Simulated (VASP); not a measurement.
# Pb2F (I4/mmm) in VASP: notebook

Runs on Pb2F. Level: PBE. Tasks: single point, relaxation of cell and atoms.

Program: VASP 6.6.1. These are calculated values, not measurements. Logs are shortened: lines on timing, memory, paths and dates and some standing lists are left out, and cuts for length are marked.

## (1) The cell of the first run

Symmetry: I4/mmm, No. 139, tetragonal system. Conventional cell: a = 3.477 Å, b = 3.477 Å, c = 11.637 Å, α = 90.00°, β = 90.00°, γ = 90.00°. Pb (site symmetry 4mm) has 4 F at 2.96 Å and 9 Pb at 3.30 to 3.52 Å within 3.9 Å. F (site symmetry 4/mmm) has 8 Pb at 2.96 Å and 4 F at 3.48 Å within 3.9 Å.

## (2) Single point, PBE

INCAR

```
ALGO     = Normal         # electronic algorithm
EDIFF    = 1E-6           # SCF threshold, eV
ENCUT    = 520            # plane-wave cutoff, eV
GGA      = PE             # functional
ISIF     = 2              # what is computed and relaxed
ISMEAR   = 0              # smearing method
LASPH    = True           # aspherical terms in the spheres
LCHARG   = True           # write CHGCAR
LELF     = True           # ELF
LREAL    = False          # projectors in reciprocal space
LVHAR    = True         
LWAVE    = False          # write WAVECAR
NBANDS   = 24             # bands
NELM     = 80             # most SCF steps
PREC     = Accurate       # precision mode
SIGMA    = 0.1            # smearing width, eV
```

KPOINTS

```
k-points
0
Gamma
  6 6 6
```

POSCAR

```
Pb2F
1.0
   -1.7385898743      1.7385898743      5.8183657790
    1.7385898743     -1.7385898743      5.8183657790
    1.7385898743      1.7385898743     -5.8183657790
Pb F
2 1
Direct
    0.3581551369      0.3581551369      0.0000000000
    0.6418448631      0.6418448631      0.0000000000
    0.0000000000      0.0000000000      0.0000000000
```

Potentials or basis: VASP PAW PBE potentials, release 64 (Pb_d, F).

On the command line:

```bash
$ cat potpaw_PBE.64/Pb_d/POTCAR potpaw_PBE.64/F/POTCAR > POTCAR
$ mpirun -np 1 vasp_std > vasp.out
```

OUTCAR:

```text
EDIFF = 1E-6
   ENCUT = 520
   GGA = PE
   ISIF = 2
   ISMEAR = 0
   LASPH = True
   LREAL = False
   NELM = 80
   PREC = Accurate

 ion  position               nearest neighbor table
   1  0.358  0.358  0.000-   3 2.96   3 2.96   3 2.96   3 2.96   2 3.30   2 3.52   2 3.52   2 3.52
                             2 3.52
   2  0.642  0.642  0.000-   3 2.96   3 2.96   3 2.96   3 2.96   1 3.30   1 3.52   1 3.52   1 3.52
                             1 3.52
   3  0.000  0.000  0.000-   2 2.96   1 2.96   2 2.96   1 2.96   2 2.96   1 2.96   1 2.96   2 2.96

  LATTYP: Found a body centered tetragonal cell.
 ALAT       =     3.4771797486
 C/A-ratio  =     3.3466005209

  Lattice vectors:

 A1 = (  -1.7385898743,   1.7385898743,   5.8183657790)
 A2 = (   1.7385898743,  -1.7385898743,   5.8183657790)
 A3 = (   1.7385898743,   1.7385898743,  -5.8183657790)

Analysis of symmetry for initial positions (statically):
=====================================================================
 Subroutine PRICEL returns:
 Original cell was already a primitive cell.

 Routine SETGRP: Setting up the symmetry group for a
 body centered tetragonal supercell.

 Subroutine GETGRP returns: Found 16 space group operations
 (whereof 16 operations were pure point group operations)
 out of a pool of 16 trial point group operations.

The static configuration has the point symmetry D_4h.

Analysis of symmetry for dynamics (positions and initial velocities):
=====================================================================
 Subroutine PRICEL returns:
 Original cell was already a primitive cell.

 Routine SETGRP: Setting up the symmetry group for a
 body centered tetragonal supercell.

 Subroutine GETGRP returns: Found 16 space group operations
 (whereof 16 operations were pure point group operations)
 out of a pool of 16 trial point group operations.

The dynamic configuration has the point symmetry D_4h.

 Subroutine INISYM returns: Found 16 space group operations
 (whereof 16 operations are pure point group operations),
 and found     1 'primitive' translations

----------------------------------------------------------------------------------------

                                     Primitive cell

  volume of cell :      70.3486

  direct lattice vectors                    reciprocal lattice vectors
    -1.738589874  1.738589874  5.818365779     0.000000000  0.287589389  0.085934783
     1.738589874 -1.738589874  5.818365779     0.287589389  0.000000000  0.085934783
     1.738589874  1.738589874 -5.818365779     0.287589389  0.287589389  0.000000000

  length of vectors
     6.316547304  6.316547304  6.316547304     0.300154033  0.300154033  0.406712815

  position of ions in fractional coordinates (direct lattice)
     0.358155137  0.358155137  0.000000000
     0.641844863  0.641844863  0.000000000
     0.000000000  0.000000000  0.000000000

  ion indices of the primitive-cell ions
   primitive index   ion index
                 1           1
                 2           2
                 3           3

----------------------------------------------------------------------------------------

 KPOINTS: k-points

Automatic generation of k-mesh.
 Grid dimensions read from file:
 generate k-points for:    6    6    6

 Generating k-lattice:

  Cartesian coordinates                     Fractional coordinates (reciprocal lattice)
     0.000000000  0.047931565  0.014322464     0.166666667  0.000000000 -0.000000000
     0.047931565  0.000000000  0.014322464     0.000000000  0.166666667 -0.000000000
     0.047931565  0.047931565  0.000000000     0.000000000  0.000000000  0.166666667

  Length of vectors
     0.050025672  0.050025672  0.067785469

  Shift w.r.t. Gamma in fractional coordinates (k-lattice)
     0.000000000  0.000000000  0.000000000

 Subroutine IBZKPT returns following result:
 ===========================================

 Found     30 irreducible k-points:

 Following reciprocal coordinates:
            Coordinates               Weight
  0.000000  0.000000  0.000000      1.000000
  0.166667  0.000000  0.000000      8.000000
  0.333333  0.000000 -0.000000      8.000000
  0.500000  0.000000  0.000000      4.000000
  0.166667  0.166667  0.000000      8.000000
  0.333333  0.166667 -0.000000     16.000000
[... 16 lines left out ...]
 -0.333333 -0.333333  0.166667      8.000000
 -0.166667 -0.333333  0.166667      8.000000
 [... further k-points ...]
   k-points           NKPTS =     30   k-points in BZ     NKDIM =     30   number of bands    NBANDS=     24
   number of dos      NEDOS =    301   number of ions     NIONS =      3
   total plane-waves  NPLWV = 110592
   dimension x,y,z NGX =    48 NGY =   48 NGZ =   48
   dimension x,y,z NGXF=    96 NGYF=   96 NGZF=   96
   ions per type =               2   1
   NGX,Y,Z   is equivalent  to a cutoff of  12.63, 12.63, 12.63 a.u.
   NGXF,Y,Z  is equivalent  to a cutoff of  25.27, 25.27, 25.27 a.u.
 SYSTEM =  unknown system
   PREC   = accura    normal or accurate (medium, high low for compatibility)
   ISTART =      0    job   : 0-new  1-cont  2-samecut
   ICHARG =      2    charge: 1-file 2-atom 10-const
   ISPIN  =      1    spin polarized calculation?
   LNONCOLLINEAR =      F non collinear calculations
   LSORBIT =      F    spin-orbit coupling
   LASPH  =      T    aspherical Exc in radial PAW
   ENCUT  =  520.0 eV  38.22 Ry    6.18 a.u.  11.74 11.74 11.74*2*pi/ulx,y,z
   NELM   =     80;   NELMIN=  2; NELMDL= -5     # of ELM steps
   EDIFF  = 0.1E-05   stopping-criterion for ELM
   LREAL  =      F    real-space projection
   EDIFFG = 0.1E-04   stopping-criterion for IOM
   NSW    =      0    number of steps for IOM
   IBRION =     -1    ionic relax: 0-MD 1-quasi-New 2-CG
   NFREE  =      0    steps in history (QN), initial steepest desc. (CG)
   ISIF   =      2    stress and relaxation
   ISYM   =      2    0-nonsym 1-usesym 2-fastsym
   POTIM  = 0.5000    time-step for ionic-motion
   TEBEG  =    0.0;   TEEND  =   0.0 temperature during run
   PSTRESS=    0.0 pullay stress
   NELECT =      35.0000    total number of electrons
   NUPDOWN=      -1.0000    fix difference up-down
   EMIN   =  10.00;   EMAX   =-10.00  energy-range for DOS
   EFERMI =   0.00;   METHOD = LEGACY
   ISMEAR =     0;   SIGMA  =   0.10  broadening in eV -4-tet -1-fermi 0-gaus
   EFERMI_NEDOS =   21; number of points for ismear=-14 and -15
   IALGO  =     38    algorithm
   IMIX   =      4    mixing-type and parameters
     AMIX     =   0.40;   BMIX     =  1.00
     AMIX_MAG =   1.60;   BMIX_MAG =  1.00
  volume/ion in A,a.u.               =      23.45       158.25
  Fermi-wavevector in a.u.,A,eV,Ry     =   1.297216  2.451383 22.895479  1.682770
  Thomas-Fermi vector in A             =   2.428623
   LORBIT       =      0    0 simple, 1 ext, 2 COOP (PROOUT), +10 PAW based schemes
   GGA     = PE    functional components
   LHFCALC =     F    Hartree Fock is set to
   AEXX    =    0.0000 exact exchange contribution
   IVDW    =     0    specifies the selected vdW correction
   LEPSILON=     F    determine dielectric tensor
   LRPA    =     F    only Hartree local field effects (RPA)
 non-spin polarized calculation
 Gauss-broadening in eV      SIGMA  =   0.10
  energy-cutoff  :      520.00
  volume of cell :       70.35
 maximum number of plane-waves:      1913
   NGX = 23   NGY = 23   NGZ = 23

 number of electron      34.9999995 magnetization

 Free energy of the ion-electron system (eV)
  ---------------------------------------------------
  ext. energy  EPLUGINS =         0.00000000
  ---------------------------------------------------
  free energy    TOTEN  =       -11.57312046 eV

  energy without entropy =      -11.56804505  energy(sigma->0) =      -11.57058276

 E-fermi :   6.0963     XC(G=0): -10.1195

 val. band max:        6.0764401297   @ k =   0.3333   0.3333  -0.0000
 cond. band min:       6.1120060900   @ k =  -0.3333  -0.3333   0.3333
 fundamental gap:      0.0355659602
 Fermi energy:         6.0963049601

 k-point     1 :       0.0000    0.0000    0.0000
  band No.  band energies     occupation
      1     -16.1400      2.00000
      2     -11.0254      2.00000
      3     -10.9607      2.00000
      4     -10.9282      2.00000
      5     -10.8414      2.00000
      6     -10.7756      2.00000
[... 16 lines left out ...]
     23      13.7941      0.00000
     24      14.9452      0.00000

 k-point     2 :       0.1667    0.0000    0.0000
  band No.  band energies     occupation
      1     -16.1246      2.00000
      2     -10.9841      2.00000
      3     -10.9436      2.00000
      4     -10.9022      2.00000
      5     -10.8158      2.00000
      6     -10.7817      2.00000
[... 16 lines left out ...]
     23      14.5569      0.00000
     24      15.9030      0.00000

 k-point     3 :       0.3333    0.0000   -0.0000
  band No.  band energies     occupation
      1     -16.0942      2.00000
      2     -10.9645      2.00000
      3     -10.9067      2.00000
      4     -10.8430      2.00000
      5     -10.8318      2.00000
      6     -10.8046      2.00000
[... 16 lines left out ...]
     23      14.6846      0.00000
     24      16.0857      0.00000

 k-point     4 :       0.5000    0.0000    0.0000
  band No.  band energies     occupation
      1     -16.0790      2.00000
      2     -10.9672      2.00000
      3     -10.8851      2.00000
      4     -10.8509      2.00000
      5     -10.8375      2.00000
      6     -10.8188      2.00000
[... 16 lines left out ...]
     23      15.5124      0.00000
     24      15.9296      0.00000

 k-point     5 :       0.1667    0.1667    0.0000
  band No.  band energies     occupation
      1     -16.1101      2.00000
      2     -10.9333      2.00000
      3     -10.9311      2.00000
      4     -10.8748      2.00000
      5     -10.8210      2.00000
      6     -10.8075      2.00000
[... 451 lines left out ...]
 k-point    22 :      -0.1667    0.5000    0.1667
  band No.  band energies     occupation
      1     -16.0941      2.00000
      2     -10.9844      2.00000
      3     -10.8968      2.00000
      4     -10.8670      2.00000
      5     -10.8183      2.00000
      6     -10.8094      2.00000
[... 16 lines left out ...]
     23      14.2726      0.00000
     24      15.0214      0.00000

 k-point    23 :      -0.3333   -0.3333    0.1667
  band No.  band energies     occupation
      1     -16.1097      2.00000
      2     -10.9642      2.00000
      3     -10.9385      2.00000
      4     -10.8703      2.00000
      5     -10.8513      2.00000
      6     -10.8115      2.00000
[... 16 lines left out ...]
     23      15.4563      0.00000
     24      15.9009      0.00000

 k-point    24 :      -0.1667   -0.3333    0.1667
  band No.  band energies     occupation
      1     -16.1241      2.00000
      2     -10.9976      2.00000
      3     -10.9563      2.00000
      4     -10.9146      2.00000
      5     -10.8246      2.00000
      6     -10.8108      2.00000
[... 16 lines left out ...]
     23      13.7630      0.00000
     24      15.9586      0.00000

 [... further k-points ...]
[... 5 lines left out ...]
  --------------------------------------------------------------------------------------
  -------------------------------------------------------------------------------------
  Total       -0.0198131     -0.0198131     -0.1813997      0.0000000     -0.0000000      0.0000000
  in kB       -0.4512402     -0.4512402     -4.1313493      0.0000000     -0.0000000      0.0000000
  external PRESSURE =      -1.6779432 kB  Pullay stress =       0.0000000 kB

 VOLUME and BASIS-vectors are now :
 -----------------------------------------------------------------------------
  energy-cutoff  :      520.00
  volume of cell :       70.35
      direct lattice vectors                 reciprocal lattice vectors
    -1.738589874  1.738589874  5.818365779     0.000000000  0.287589389  0.085934783
     1.738589874 -1.738589874  5.818365779     0.287589389  0.000000000  0.085934783
     1.738589874  1.738589874 -5.818365779     0.287589389  0.287589389  0.000000000

 POSITION                                       TOTAL-FORCE (eV/Angst)
 -----------------------------------------------------------------------------------
      0.00000      0.00000      4.16776        -0.000000     -0.000000      0.009064
      0.00000      0.00000      7.46898         0.000000      0.000000     -0.009064
      0.00000      0.00000      0.00000         0.000000      0.000000     -0.000000
 -----------------------------------------------------------------------------------
    total drift:                               -0.000000     -0.000000      0.000000

  FREE ENERGIE OF THE ION-ELECTRON SYSTEM (eV)
  ---------------------------------------------------
  free  energy   TOTEN  =       -11.5731204646 eV

  energy  without entropy=      -11.5680450505  energy(sigma->0) =      -11.57058276
```

It took 56 s on 1 thread of Intel Xeon 6975P-C (Granite Rapids), shared host; peak memory 0.33 GiB.

What came out:

| Property | Result |
| --- | --- |
| Free energy | -11.5731 eV |
| Pressure | -0.2 GPa |
| Largest force | 0.009 eV/Å |

Forces on the atoms (eV/Å):
```
Pb   0.000  0.000  0.009
Pb   0.000  0.000 -0.009
F    0.000  0.000  0.000
```

Caveat: the k points lie up to 0.43 Å⁻¹ apart; spin-orbit coupling is left out, which moves the levels of the heavy elements; an odd number of electrons without spin polarisation forces a metal; a magnetic or distorted state may lie lower.

[end of part 1 of 2]
